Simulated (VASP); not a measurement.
A run of VASP 6.6.1:

The input POSCAR:

```
BaS
1.0
    0.0202575505      3.2159944414      3.2159944414
    3.2159944414      0.0202575505      3.2159944414
    3.2159944414      3.2159944414      0.0202575505
Ba S
1 1
Direct
    0.0000000000      0.0000000000      0.0000000000
    0.5000000000      0.5000000000      0.5000000000
```

The input INCAR.step1:

```
PREC     = Accurate       # precision mode
ENCUT    = 520            # plane-wave cutoff, eV
ISMEAR   = 0              # smearing method
SIGMA    = 0.01           # smearing width, eV
LREAL    = False          # projectors in reciprocal space
LASPH    = True           # aspherical terms in the spheres
NELM     = 100            # most SCF steps
NBANDS   = 15             # bands
GGA      = PE             # functional
ALGO     = Normal         # electronic algorithm
EDIFF    = 1E-4           # SCF threshold, eV
LWAVE    = True           # write WAVECAR
LCHARG   = False          # write CHGCAR
```

File INCAR.step2:

```
PREC     = Accurate       # precision mode
ENCUT    = 520            # plane-wave cutoff, eV
EDIFF    = 1E-6           # SCF threshold, eV
ISMEAR   = 0              # smearing method
SIGMA    = 0.01           # smearing width, eV
LREAL    = False          # projectors in reciprocal space
LASPH    = True           # aspherical terms in the spheres
NELM     = 100            # most SCF steps
ALGO     = Normal         # electronic algorithm
ISIF     = 2              # what is computed and relaxed
LWAVE    = False          # write WAVECAR
LCHARG   = False          # write CHGCAR
METAGGA  = R2SCAN         # meta-GGA
LMIXTAU  = True         
NBANDS   = 15             # bands
ISTART   = 1
```

File KPOINTS:

```
Automatic mesh
0
Gamma
  8 8 8
```

Potentials or basis: VASP PAW PBE potentials, release 64 (Ba_sv, S).

Launch:

```sh
$ cat potpaw_PBE.64/Ba_sv/POTCAR potpaw_PBE.64/S/POTCAR > POTCAR
$ cp INCAR.step1 INCAR
$ mpirun -np 1 vasp_std > vasp.out
$ cp INCAR.step2 INCAR
$ mpirun -np 1 vasp_std > vasp.out
```

Hardware: 1 thread of Intel(R) Xeon(R) Platinum 8559C (Emerald Rapids) (shared host).

**Question.** How long does it take, and how much memory?

**Answer.** Run time: 2.1 min on 1 thread of Intel(R) Xeon(R) Platinum 8559C (Emerald Rapids) (shared host), peak memory 0.26 GiB. Counts: k points 65.
